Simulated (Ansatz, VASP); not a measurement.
## La: VASP beside Ansatz

```xyz
1
Lattice="0.0000 2.6630 2.6630 2.6630 0.0000 2.6630 2.6630 2.6630 0.0000" Properties=species:S:1:pos:R:3 pbc="T T T"
La    0.0000    0.0000    0.0000
```

Change from the starting cell: volume scaled by 1.02.

Alike in both runs: task single point; functional pbe exchange, lda correlation; k mesh 9 × 9 × 9; collinear spin; fixed moment 1 μB.

```csv
,VASP,Ansatz
version,VASP 6.6.1,Ansatz 0.2.0
potentials or method,"VASP PAW PBE potentials, release 64 (La), cutoff 500 eV","all-electron LAPW, scalar-relativistic"
occupations,"methfessel-paxton of order 1, width 0.025 eV","cold, width 0.025 eV"
```

Ansatz gave:

```
pressure (GPa)                                                : 3.5
size of the moment on the site where the two differ most (μB) : 0.79
```

Question: Which values does VASP return?

Answer: Pressure (GPa): 3.5; size of the moment on the site where the two differ most (μB): 0.45.

VASP's potentials were made for PBE, not for pbe exchange, lda correlation. Site moments also hang on the region over which each program counts them. Ansatz ran all-electron here, and VASP with PAW potentials.

Spin-orbit coupling is off throughout.
